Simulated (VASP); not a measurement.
# Ni3Ge (Cmmm) in VASP: a series of runs, part 2 of 2

VASP 6.6.1. The steps go on from the part before.

## (4) Single point, PBEsol (strain +0.0050 x Voigt [0, 0, 0, 0, 0, 1])

INCAR

```
SYSTEM = Ni3Ge
  PREC = Accurate
  ENCUT = 520
  EDIFF = 1E-7
  ISMEAR = 0
  SIGMA = 0.15
  LREAL = .False.
  LASPH = .True.
  NELM = 100
  ALGO = Fast
  ISIF = 2
  LWAVE = .False.
  LCHARG = .False.
  GGA = PS
  NBANDS = 30
```

KPOINTS

```
regular mesh
0
Gamma
  14 14 14
  0 0 0
```

POSCAR

```
Ni3Ge
1.0
    3.5249142772      0.0088122857      0.0000000000
    0.0088122857      3.5249142772      0.0000000000
    0.0000000000      0.0000000000      3.5249142772
Ni Ge
3 1
Direct
    0.5000000000      0.0000000000      0.5000000000
    0.0000000000      0.5000000000      0.5000000000
    0.5000000000      0.5000000000      0.0000000000
    0.0000000000      0.0000000000      0.0000000000
```

Launch:

```bash
$ cat potpaw_PBE.64/Ni/POTCAR potpaw_PBE.64/Ge_d/POTCAR > POTCAR
$ mpirun -np 1 vasp_std > vasp.out
```

Run time: 15 min. Hardware: 1 thread of Oxide Virtual Turin-like, shared host; peak memory 0.54 GiB.

It converged, with:

| Property | Result |
| --- | --- |
| Free energy | -24.7504 eV |
| Pressure | 0.3 GPa |
| Band gap on the k mesh | zero (bands 22 and 23 overlap by 0.23 eV) |

Stress tensor (GPa, compression positive):
```
 0.25 -0.61  0.00
-0.61  0.25  0.00
 0.00  0.00  0.24
```

Levels at points of the mesh, in eV from the Fermi level:
```tsv
k point	band 19	band 20	band 21	band 22	band 23	band 24	band 25	band 26
(0.00, 0.00, 0.00)	-0.60	-0.60	-0.31	0.01	0.01	0.01	3.99	6.90
(0.50, 0.00, 0.00)	-1.27	-1.17	-0.56	0.01	3.62	3.62	4.69	5.77
(0.50, 0.50, 0.00)	-1.23	-1.13	-0.97	-0.96	0.60	0.64	5.73	6.47
(0.00, 0.00, 0.50)	-1.27	-1.17	-0.56	0.01	3.60	3.64	4.69	5.76
(0.50, 0.00, 0.50)	-1.23	-1.13	-0.97	-0.96	0.62	0.62	5.73	6.47
(0.50, 0.50, 0.50)	-1.19	-1.19	-0.55	-0.23	-0.22	-0.21	0.70	4.19
```

Caveat: the cell differs from its parent crystal (strain +0.0050 x Voigt [0, 0, 0, 0, 0, 1]); the PAW data sets were made with another functional, which shifts forces and pressure a little. Spin polarisation is off, so any magnetic state and its effect on volume and gap are missing.

## (5) Single point, PBEsol (strain -0.0200 x Voigt [0, 0, 0, 0, 0, 1])

INCAR

```
  PREC = Accurate
  ENCUT = 520
  EDIFF = 1E-6
  ISMEAR = 0
  SIGMA = 0.15
  LREAL = F
  LASPH = T
  NELM = 80
  ALGO = Fast
  ISIF = 2
  LWAVE = F
  LCHARG = T
  GGA = PS
  LELF = T
  LVHAR = T
  NBANDS = 30
```

KPOINTS

```
regular mesh
0
Gamma
  14 14 14
```

POSCAR, as its differences from that of step 4:

```diff
@@ -2,4 +2,4 @@
 1.0
-    3.5249142772      0.0088122857      0.0000000000
-    0.0088122857      3.5249142772      0.0000000000
+    3.5249142772     -0.0352491428      0.0000000000
+   -0.0352491428      3.5249142772      0.0000000000
     0.0000000000      0.0000000000      3.5249142772
```

Launch:

```bash
$ cat potpaw_PBE.64/Ni/POTCAR potpaw_PBE.64/Ge_d/POTCAR > POTCAR
$ mpirun -np 1 vasp_std > vasp.out
```

Run time: 15 min. Hardware: 1 thread of Oxide Virtual Turin-like, shared host; peak memory 0.53 GiB.

It converged, with:

* Free energy: -24.7442 eV
* Pressure: 0.5 GPa
* Band gap on the k mesh: zero (bands 22 and 23 overlap by 0.24 eV)

Stress tensor (GPa, compression positive):
```
0.53 2.43 0.00
2.43 0.53 0.00
0.00 0.00 0.36
```

Levels at points of the mesh, in eV from the Fermi level:
| k point | band 20 | band 21 | band 22 | band 23 | band 24 | band 25 |
| --- | --- | --- | --- | --- | --- | --- |
| (0.00, 0.00, 0.00) | -0.60 | -0.31 | 0.00 | 0.01 | 0.02 | 3.99 |
| (0.50, 0.00, 0.00) | -1.17 | -0.56 | 0.01 | 3.62 | 3.62 | 4.66 |
| (0.50, 0.50, 0.00) | -1.14 | -0.96 | -0.95 | 0.55 | 0.69 | 5.72 |
| (0.00, 0.00, 0.50) | -1.16 | -0.55 | 0.01 | 3.55 | 3.70 | 4.70 |
| (0.50, 0.00, 0.50) | -1.13 | -0.97 | -0.96 | 0.62 | 0.62 | 5.72 |
| (0.50, 0.50, 0.50) | -1.19 | -0.55 | -0.25 | -0.22 | -0.19 | 0.70 |

Caveat: the cell differs from its parent crystal (strain -0.0200 x Voigt [0, 0, 0, 0, 0, 1]); the PAW data sets were made with another functional, which shifts forces and pressure a little.

## (6) Single point, PBEsol (strain +0.0100 x Voigt [0, 0, 0, 0, 0, 1])

INCAR

```
ALGO = Fast
EDIFF = 1E-7
ENCUT = 520
GGA = PS
ISIF = 2
ISMEAR = 0
LASPH = T
LCHARG = F
LREAL = F
LWAVE = F
NBANDS = 30
NELM = 60
PREC = Accurate
SIGMA = 0.15
```

KPOINTS

```
k-points
0
Gamma
  14 14 14
```

POSCAR, as its differences from that of step 5:

```diff
@@ -2,4 +2,4 @@
 1.0
-    3.5249142772     -0.0352491428      0.0000000000
-   -0.0352491428      3.5249142772      0.0000000000
+    3.5249142772      0.0176245714      0.0000000000
+    0.0176245714      3.5249142772      0.0000000000
     0.0000000000      0.0000000000      3.5249142772
```

Potentials or basis: VASP PAW PBE potentials, release 64 (Ni, Ge_d).

Launch:

```bash
$ cat potpaw_PBE.64/Ni/POTCAR potpaw_PBE.64/Ge_d/POTCAR > POTCAR
$ mpirun -np 1 vasp_std > vasp.out
```

It took 15 min on 1 thread of Oxide Virtual Turin-like, shared host; peak memory 0.54 GiB.

Results (log left out):

```yaml
Free_energy: -24.7492 eV
Pressure: 0.3 GPa
Band_gap_on_the_k_mesh: zero (bands 22 and 23 overlap by 0.23 eV)
```

Stress tensor (GPa, compression positive):
```
 0.27 -1.21  0.00
-1.21  0.27  0.00
 0.00  0.00  0.23
```

Levels at points of the mesh, in eV from the Fermi level:
```tsv
k point	band 20	band 21	band 22	band 23	band 24	band 25
(0.00, 0.00, 0.00)	-0.60	-0.31	0.01	0.01	0.01	3.99
(0.50, 0.00, 0.00)	-1.17	-0.56	0.01	3.62	3.62	4.68
(0.50, 0.50, 0.00)	-1.13	-0.97	-0.96	0.58	0.66	5.73
(0.00, 0.00, 0.50)	-1.17	-0.55	0.01	3.59	3.66	4.70
(0.50, 0.00, 0.50)	-1.13	-0.97	-0.96	0.62	0.62	5.73
(0.50, 0.50, 0.50)	-1.19	-0.55	-0.24	-0.22	-0.21	0.70
```

Caveat: the cell differs from its parent crystal (strain +0.0100 x Voigt [0, 0, 0, 0, 0, 1]); the PAW data sets were made with another functional, which shifts forces and pressure a little. Spin polarisation is off, so any magnetic state and its effect on volume and gap are missing.

## (7) Summary

| cell | further INCAR settings | gap on the mesh (eV) | pressure (GPa) |
| --- | --- | --- | --- |
| a = 3.525 Å, angles 90.0, 90.0, 88.3°, 4 atoms | ALGO = Fast; EDIFF = 1e-07; NBANDS = 30 | none | 0.5 |
| a = 3.525 Å, angles 90.0, 90.0, 89.1°, 4 atoms | ALGO = Fast; EDIFF = 1e-06; NBANDS = 30 | none | 0.5 |
| a = 3.525 Å, angles 90.0, 90.0, 89.7°, 4 atoms | ALGO = Fast; EDIFF = 1e-07; NBANDS = 30 | none | 0.3 |
| a = 3.525 Å, angles 90.0, 90.0, 91.1°, 4 atoms | ALGO = Fast; EDIFF = 1e-06; NBANDS = 30 | none | 0.5 |
| a = 3.525 Å, angles 90.0, 90.0, 89.4°, 4 atoms | ALGO = Fast; EDIFF = 1e-07; NBANDS = 30 | none | 0.3 |

Alike in all rows: task single point; level PBEsol; potentials or basis VASP PAW PBE potentials, release 64 (Ni, Ge_d); no spin polarisation; k mesh 14 × 14 × 14; cutoff (eV) 520; smearing gaussian 0.15 eV.

Caveats: the PAW data sets were made with another functional, which shifts forces and pressure a little.

Total energies depend on the potentials used, so only differences within one code and one set of settings carry meaning.
